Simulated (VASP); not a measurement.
Write the native input for VASP 6.6.1 that does the following.

* Task: relaxation of cell and atoms
* Functional: PBE
* Potentials or basis: VASP PAW PBE potentials, release 64 (Cu, H)
* Cutoff: 600 eV
* k mesh: 6 × 4 × 4
* Occupations: gaussian, width 0.1 eV
* Spin: no spin polarisation
* Dipole correction: no
* Further INCAR settings: ALGO = Fast; EDIFF = 1e-06; IBRION = 2; EDIFFG = -0.04; NSW = 90; ISIF = 3

The structure of Cu2H3 lies in POSCAR:

```
Cu2H3
1.0
    3.2918257000      0.0000000000      0.0000000000
    0.0000000000      4.0495665500      0.0000000000
    0.0000000000      0.0000000000      4.8818395300
Cu H
2 3
Direct
    0.5000000000      0.5000000000      0.5000000000
    0.5000000000      0.0000000000      0.5000000000
    0.0000000000      0.0000000000      0.5000000000
    0.5000000000      0.0000000000      0.0000000000
    0.0000000000      0.0000000000      0.0000000000
```

The cell was generated, and may not be a known phase.

The input as run:

INCAR

```
PREC = Accurate
ENCUT = 600
EDIFF = 1E-6
ISMEAR = 0
SIGMA = 0.1
LREAL = F
LASPH = T
NELM = 60
ALGO = Fast
ISIF = 3
LWAVE = F
LCHARG = F
GGA = PE
IBRION = 2
NSW = 90
EDIFFG = -0.04
```

KPOINTS

```
Automatic mesh
0
Gamma
  6 4 4
```

Potentials or basis: VASP PAW PBE potentials, release 64 (Cu, H).

The run is started by

```console
$ cat potpaw_PBE.64/Cu/POTCAR potpaw_PBE.64/H/POTCAR > POTCAR
$ mpirun -np 1 vasp_std > vasp.out
```

Results of the run:

The relaxed volume is 13.02 Å³/atom and the relaxed cell is a = 2.779 Å, b = 4.827 Å, c = 4.853 Å, α = 90.00°, β = 90.00°, γ = 90.00°. The space group after relaxing (to 0.1 Å) is Pmmm (No. 47). The energy gained by relaxing is 390.9 meV/atom, the ionic steps are 12 and the pressure after relaxing is 0.0 GPa. The band gap on the k mesh is zero (an odd number of electrons rules out a gap without spin polarisation).

Caveat: the k points lie up to 0.38 Å⁻¹ apart in the final cell, too coarse for converged energies and pressures of a metal; a cell axis changed by over 15 % at a fixed basis, so the end point is rough; an odd number of electrons without spin polarisation forces a metal; a magnetic or distorted state may lie lower.

Run time: 13 min on 1 thread of Oxide Virtual Turin-like Processor (shared host), peak memory 0.17 GiB.
